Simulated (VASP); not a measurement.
# AlN (P6_3mc) in VASP: a series of runs

Runs on AlN. Level: PBE. Tasks: single point.

Program: VASP 6.6.1. These are calculated values, not measurements. Logs are shortened: lines on timing, memory, paths and dates and some standing lists are left out, and cuts for length are marked.

**The experiment to reproduce.**

“Self-assembly of well-separated AlN nanowires directly on sputtered metallic TiN films”, 2019, arxiv:1910.07391 quotes, for a bulk crystal of AlN at 10 K: band gap 6.034 eV (an exciton energy, a little under the gap).

The results are compared with them further down.

## (1) The cell of the first run

It takes space group P6_3mc (No. 186, hexagonal). Conventional cell: a = 3.111 Å, b = 3.111 Å, c = 4.978 Å, α = 90.00°, β = 90.00°, γ = 120.00°. Within 2.5 Å of Al (site symmetry 3m) lie 4 N at 1.89 to 1.92 Å. N (site symmetry 3m) has 4 Al at 1.89 to 1.92 Å within 2.5 Å.

## (2) Single point, PBE

Input file INCAR:

```
ALGO = Normal
EDIFF = 1E-6
ENCUT = 520
GGA = PE
ISIF = 2
ISMEAR = 0
LASPH = True
LCHARG = False
LREAL = False
LWAVE = False
NBANDS = 16
NELM = 80
PREC = Accurate
SIGMA = 0.1
```

Input file KPOINTS:

```
k-points
0
Gamma
  6 6 4
```

Input file POSCAR:

```
AlN
1.0
    3.1110022100      0.0000000000      0.0000000000
   -1.5555011100      2.6942069500      0.0000000000
    0.0000000000      0.0000000000      4.9780001600
Al N
2 2
Direct
    0.3333333300      0.6666666700      0.0000000000
    0.6666666700      0.3333333300      0.5000000000
    0.3333333300      0.6666666700      0.3849999900
    0.6666666700      0.3333333300      0.8849999900
```

Potentials or basis: VASP PAW PBE potentials, release 64 (Al, N).

Run with:

```bash
$ cat potpaw_PBE.64/Al/POTCAR potpaw_PBE.64/N/POTCAR > POTCAR
$ mpirun -np 1 vasp_std > vasp.out
```

OUTCAR:

```text
EDIFF = 1E-6
   ENCUT = 520
   GGA = PE
   ISIF = 2
   ISMEAR = 0
   LASPH = True
   LREAL = False
   NELM = 80
   PREC = Accurate

 ion  position               nearest neighbor table
   1  0.333  0.667  0.000-   4 1.89   4 1.89   4 1.89   3 1.92   2 3.07   2 3.07   2 3.07   2 3.07
                             2 3.07   2 3.07
   2  0.667  0.333  0.500-   3 1.89   3 1.89   3 1.89   4 1.92   1 3.07   1 3.07   1 3.07   1 3.07
                             1 3.07   1 3.07
   3  0.333  0.667  0.385-   2 1.89   2 1.89   2 1.89   1 1.92
   4  0.667  0.333  0.885-   1 1.89   1 1.89   1 1.89   2 1.92

  LATTYP: Found a hexagonal cell.
 ALAT       =     3.1110022100
 C/A-ratio  =     1.6001274907

  Lattice vectors:

 A1 = (   3.1110022100,   0.0000000000,   0.0000000000)
 A2 = (  -1.5555011100,   2.6942069500,   0.0000000000)
 A3 = (   0.0000000000,   0.0000000000,   4.9780001600)

Analysis of symmetry for initial positions (statically):
=====================================================================
 Subroutine PRICEL returns:
 Original cell was already a primitive cell.

 Routine SETGRP: Setting up the symmetry group for a
 hexagonal supercell.

 Subroutine GETGRP returns: Found 12 space group operations
 (whereof  6 operations were pure point group operations)
 out of a pool of 24 trial point group operations.

The static configuration has the point symmetry C_3v.
 The point group associated with its full space group is C_6v.

Analysis of symmetry for dynamics (positions and initial velocities):
=====================================================================
 Subroutine PRICEL returns:
 Original cell was already a primitive cell.

 Routine SETGRP: Setting up the symmetry group for a
 hexagonal supercell.

 Subroutine GETGRP returns: Found 12 space group operations
 (whereof  6 operations were pure point group operations)
 out of a pool of 24 trial point group operations.

The dynamic configuration has the point symmetry C_3v.
 The point group associated with its full space group is C_6v.

 Subroutine INISYM returns: Found 12 space group operations
 (whereof  6 operations are pure point group operations),
 and found     1 'primitive' translations

----------------------------------------------------------------------------------------

                                     Primitive cell

  volume of cell :      41.7240

  direct lattice vectors                    reciprocal lattice vectors
     3.111002210  0.000000000  0.000000000     0.321439823  0.185583369  0.000000000
    -1.555501110  2.694206950  0.000000000     0.000000000  0.371166736  0.000000000
     0.000000000  0.000000000  4.978000160     0.000000000  0.000000000  0.200883883

  length of vectors
     3.111002210  3.111002217  4.978000160     0.371166737  0.371166736  0.200883883

  position of ions in fractional coordinates (direct lattice)
     0.333333330  0.666666670  0.000000000
     0.666666670  0.333333330  0.500000000
     0.333333330  0.666666670  0.384999990
     0.666666670  0.333333330  0.884999990

  ion indices of the primitive-cell ions
   primitive index   ion index
                 1           1
                 2           2
                 3           3
                 4           4

----------------------------------------------------------------------------------------

 KPOINTS: k-points

Automatic generation of k-mesh.
 Grid dimensions read from file:
 generate k-points for:    6    6    4

 Generating k-lattice:

  Cartesian coordinates                     Fractional coordinates (reciprocal lattice)
     0.053573304  0.030930561  0.000000000     0.166666667  0.000000000  0.000000000
     0.000000000  0.061861123  0.000000000     0.000000000  0.166666667  0.000000000
     0.000000000  0.000000000  0.050220971     0.000000000  0.000000000  0.250000000

  Length of vectors
     0.061861123  0.061861123  0.050220971

  Shift w.r.t. Gamma in fractional coordinates (k-lattice)
     0.000000000  0.000000000  0.000000000

 Subroutine IBZKPT returns following result:
 ===========================================

 Found     21 irreducible k-points:

 Following reciprocal coordinates:
            Coordinates               Weight
  0.000000  0.000000  0.000000      1.000000
  0.166667  0.000000  0.000000      6.000000
  0.333333  0.000000  0.000000      6.000000
  0.500000  0.000000  0.000000      3.000000
  0.166667  0.166667  0.000000      6.000000
  0.333333  0.166667  0.000000     12.000000
[... 13 lines left out ...]
  0.333333  0.166667  0.500000     12.000000
  0.333333  0.333333  0.500000      2.000000
   k-points           NKPTS =     21   k-points in BZ     NKDIM =     21   number of bands    NBANDS=     16
   number of dos      NEDOS =    301   number of ions     NIONS =      4
   total plane-waves  NPLWV =  23040
   dimension x,y,z NGX =    24 NGY =   24 NGZ =   40
   dimension x,y,z NGXF=    48 NGYF=   48 NGZF=   80
   ions per type =               2   2
   NGX,Y,Z   is equivalent  to a cutoff of  12.83, 12.83, 13.36 a.u.
   NGXF,Y,Z  is equivalent  to a cutoff of  25.65, 25.65, 26.72 a.u.
 SYSTEM =  unknown system
   PREC   = accura    normal or accurate (medium, high low for compatibility)
   ISTART =      0    job   : 0-new  1-cont  2-samecut
   ICHARG =      2    charge: 1-file 2-atom 10-const
   ISPIN  =      1    spin polarized calculation?
   LNONCOLLINEAR =      F non collinear calculations
   LSORBIT =      F    spin-orbit coupling
   LASPH  =      T    aspherical Exc in radial PAW
   ENCUT  =  520.0 eV  38.22 Ry    6.18 a.u.   5.78  5.78  9.26*2*pi/ulx,y,z
   NELM   =     80;   NELMIN=  2; NELMDL= -5     # of ELM steps
   EDIFF  = 0.1E-05   stopping-criterion for ELM
   LREAL  =      F    real-space projection
   EDIFFG = 0.1E-04   stopping-criterion for IOM
   NSW    =      0    number of steps for IOM
   IBRION =     -1    ionic relax: 0-MD 1-quasi-New 2-CG
   NFREE  =      0    steps in history (QN), initial steepest desc. (CG)
   ISIF   =      2    stress and relaxation
   ISYM   =      2    0-nonsym 1-usesym 2-fastsym
   POTIM  = 0.5000    time-step for ionic-motion
   TEBEG  =    0.0;   TEEND  =   0.0 temperature during run
   PSTRESS=    0.0 pullay stress
   NELECT =      16.0000    total number of electrons
   NUPDOWN=      -1.0000    fix difference up-down
   EMIN   =  10.00;   EMAX   =-10.00  energy-range for DOS
   EFERMI =   0.00;   METHOD = LEGACY
   ISMEAR =     0;   SIGMA  =   0.10  broadening in eV -4-tet -1-fermi 0-gaus
   EFERMI_NEDOS =   21; number of points for ismear=-14 and -15
   IALGO  =     38    algorithm
   IMIX   =      4    mixing-type and parameters
     AMIX     =   0.40;   BMIX     =  1.00
     AMIX_MAG =   1.60;   BMIX_MAG =  1.00
  volume/ion in A,a.u.               =      10.43        70.39
  Fermi-wavevector in a.u.,A,eV,Ry     =   1.189377  2.247596 19.247032  1.414617
  Thomas-Fermi vector in A             =   2.325485
   LORBIT       =      0    0 simple, 1 ext, 2 COOP (PROOUT), +10 PAW based schemes
   GGA     = PE    functional components
   LHFCALC =     F    Hartree Fock is set to
   AEXX    =    0.0000 exact exchange contribution
   IVDW    =     0    specifies the selected vdW correction
   LEPSILON=     F    determine dielectric tensor
   LRPA    =     F    only Hartree local field effects (RPA)
 non-spin polarized calculation
 Gauss-broadening in eV      SIGMA  =   0.10
  energy-cutoff  :      520.00
  volume of cell :       41.72
 maximum number of plane-waves:      1152
 NGX is ok and might be reduce to    24
   NGX = 11   NGY = 11   NGZ = 19

 number of electron      15.9999998 magnetization

 Free energy of the ion-electron system (eV)
  ---------------------------------------------------
  ext. energy  EPLUGINS =         0.00000000
  ---------------------------------------------------
  free energy    TOTEN  =       -29.76669950 eV

  energy without entropy =      -29.76669950  energy(sigma->0) =      -29.76669950

 E-fermi :   6.6312     XC(G=0): -10.9148

 val. band max:        6.2203872546   @ k =   0.0000   0.0000   0.0000
 cond. band min:      10.3850435979   @ k =   0.0000   0.0000   0.0000
 fundamental gap:      4.1646563433
 Fermi energy:         6.6311992613

 k-point     1 :       0.0000    0.0000    0.0000
  band No.  band energies     occupation
      1      -9.0304      2.00000
      2      -6.8800      2.00000
      3       0.1867      2.00000
      4       5.2734      2.00000
      5       5.2734      2.00000
      6       5.9261      2.00000
[... 8 lines left out ...]
     15      19.2836      0.00000
     16      19.2836      0.00000

 k-point     2 :       0.1667    0.0000    0.0000
  band No.  band energies     occupation
      1      -8.6834      2.00000
      2      -6.6920      2.00000
      3       0.6030      2.00000
      4       3.8630      2.00000
      5       4.6464      2.00000
      6       4.8842      2.00000
[... 8 lines left out ...]
     15      18.5161      0.00000
     16      18.9802      0.00000

 k-point     3 :       0.3333    0.0000    0.0000
  band No.  band energies     occupation
      1      -7.7873      2.00000
      2      -6.3589      2.00000
      3       1.6480      2.00000
      4       1.7544      2.00000
      5       2.8266      2.00000
      6       4.2977      2.00000
[... 8 lines left out ...]
     15      18.2437      0.00000
     16      20.5561      0.00000

 k-point     4 :       0.5000    0.0000    0.0000
  band No.  band energies     occupation
      1      -7.0621      2.00000
      2      -6.3654      2.00000
      3       0.7024      2.00000
      4       1.9846      2.00000
      5       2.8407      2.00000
      6       4.0532      2.00000
[... 8 lines left out ...]
     15      18.9527      0.00000
     16      21.2653      0.00000
[... 267 lines left out ...]
 k-point    19 :       0.1667    0.1667    0.5000
  band No.  band energies     occupation
      1      -7.3315      2.00000
      2      -7.3315      2.00000
      3       1.9511      2.00000
      4       1.9511      2.00000
      5       4.3242      2.00000
      6       4.3242      2.00000
[... 8 lines left out ...]
     15      19.1110      0.00000
     16      19.1110      0.00000

 k-point    20 :       0.3333    0.1667    0.5000
  band No.  band energies     occupation
      1      -6.7078      2.00000
      2      -6.7078      2.00000
      3       1.0007      2.00000
      4       1.0007      2.00000
      5       3.5249      2.00000
      6       3.5249      2.00000
[... 8 lines left out ...]
     15      19.6176      0.00000
     16      19.6176      0.00000

 k-point    21 :       0.3333    0.3333    0.5000
  band No.  band energies     occupation
      1      -6.4824      2.00000
      2      -6.4824      2.00000
      3       1.3228      2.00000
      4       1.3228      2.00000
      5       2.2865      2.00000
      6       2.2865      2.00000
[... 8 lines left out ...]
     15      19.9637      0.00000
     16      19.9637      0.00000

------------------------ aborting loop because EDIFF is reached ----------------------------------------

  FORCE on cell =-STRESS in cart. coord.  units (eV):
  Direction    XX          YY          ZZ          XY          YZ          ZX
  --------------------------------------------------------------------------------------
  -------------------------------------------------------------------------------------
  Total        1.1457847      1.1457847      0.6695128     -0.0000000      0.0000000      0.0000000
  in kB       43.9974418     43.9974420     25.7088877     -0.0000001      0.0000000      0.0000000
  external PRESSURE =      37.9012572 kB  Pullay stress =       0.0000000 kB

 VOLUME and BASIS-vectors are now :
 -----------------------------------------------------------------------------
  energy-cutoff  :      520.00
  volume of cell :       41.72
      direct lattice vectors                 reciprocal lattice vectors
     3.111002210  0.000000000  0.000000000     0.321439823  0.185583369  0.000000000
    -1.555501110  2.694206950  0.000000000     0.000000000  0.371166736  0.000000000
     0.000000000  0.000000000  4.978000160     0.000000000  0.000000000  0.200883883

 POSITION                                       TOTAL-FORCE (eV/Angst)
 -----------------------------------------------------------------------------------
     -0.00000      1.79614      0.00000        -0.000000      0.000000      0.180333
      1.55550      0.89807      2.48900        -0.000000      0.000000      0.180333
     -0.00000      1.79614      1.91653        -0.000000      0.000000     -0.180333
      1.55550      0.89807      4.40553         0.000000      0.000000     -0.180333
 -----------------------------------------------------------------------------------
    total drift:                               -0.000008      0.000005      0.000511

  FREE ENERGIE OF THE ION-ELECTRON SYSTEM (eV)
  ---------------------------------------------------
  free  energy   TOTEN  =       -29.7666995020 eV

  energy  without entropy=      -29.7666995020  energy(sigma->0) =      -29.76669950
```

Wall time 28 s (1 thread of AMD EPYC 7R13, shared host); peak memory 0.12 GiB.

What came out:

```
Free energy            : -29.7667 eV
Pressure               : 3.8 GPa
Largest force          : 0.180 eV/Å
Band gap on the k mesh : 4.16 eV, direct
```

Forces in eV/Å, atoms in the order of the input:
```
Al   0.000  0.000  0.180
Al   0.000  0.000  0.180
N    0.000  0.000 -0.180
N    0.000  0.000 -0.180
```

Stress tensor (GPa, compression positive):
```
4.40 0.00 0.00
0.00 4.40 0.00
0.00 0.00 2.57
```

## (3) Single point, PBE

This run uses another cell than the first one, of 10.64 Å³/atom, 1.020 times its volume.

Input file INCAR:

```
SYSTEM = AlN
PREC = Accurate
ENCUT = 520
EDIFF = 1E-6
ISMEAR = 0
SIGMA = 0.1
LREAL = .False.
LASPH = .True.
NELM = 100
ALGO = Normal
ISIF = 2
LWAVE = .False.
LCHARG = .True.
GGA = PE
LELF = .True.
LVHAR = .True.
NBANDS = 16
```

Input file KPOINTS:

```
Automatic mesh
0
Gamma
  6 6 4
  0 0 0
```

Input file POSCAR:

```
AlN
1.0
    3.1280891144      0.0000000029      0.0000000000
   -1.5640445597      2.7090046369      0.0000000000
    0.0000000000      0.0000000000      5.0208090815
Al N
2 2
Direct
    0.3333333333      0.6666666667      0.0018742335
    0.6666666667      0.3333333333      0.5018742335
    0.3333333333      0.6666666667      0.3831257565
    0.6666666667      0.3333333333      0.8831257565
```

Potentials or basis: VASP PAW PBE potentials, release 64 (Al, N).

Run with:

```bash
$ cat potpaw_PBE.64/Al/POTCAR potpaw_PBE.64/N/POTCAR > POTCAR
$ mpirun -np 1 vasp_std > vasp.out
```

It took 30 s on 1 thread of AMD EPYC 7R13, shared host; peak memory 0.13 GiB.

Results (log left out):

```
Free energy            : -29.7791 eV
Pressure               : -0.1 GPa
Largest force          : 0.005 eV/Å
Band gap on the k mesh : 4.06 eV, direct
```

Forces in eV/Å, atoms in the order of the input:
```
Al   0.000  0.000 -0.005
Al   0.000  0.000 -0.005
N    0.000  0.000  0.005
N    0.000  0.000  0.005
```

Stress tensor (GPa, compression positive):
```
 0.01  0.00  0.00
 0.00  0.01  0.00
 0.00  0.00 -0.27
```

Levels at points of the mesh, in eV from the valence-band top:
| k point | band 6 | band 7 | band 8 | band 9 | band 10 | band 11 |
| --- | --- | --- | --- | --- | --- | --- |
| (0.00, 0.00, 0.00) | -0.19 | -0.19 | 0.00 | 4.06 | 6.53 | 10.46 |
| (0.50, 0.00, 0.00) | -2.04 | -1.74 | -0.67 | 5.76 | 5.78 | 8.04 |
| (0.00, 0.00, 0.50) | -0.52 | -0.52 | -0.52 | 6.33 | 6.33 | 10.17 |
| (0.50, 0.00, 0.50) | -1.43 | -1.34 | -1.34 | 5.25 | 5.25 | 9.16 |

## (4) How close it comes

Step 3. Against the measured gap of AlN, 6.034 eV (an exciton energy, a little under the gap; 10 K; quoted in “Self-assembly of well-separated AlN nanowires directly on sputtered metallic TiN films”, 2019, arxiv:1910.07391), the calculated 4.06 eV is off by -1.98 eV. 2 values of this kind are on record (6.034 to 6.0343 eV); this one was drawn at random. The value is that of PBE, without temperature or zero-point motion. Semilocal functionals fall short of measured gaps as a rule.
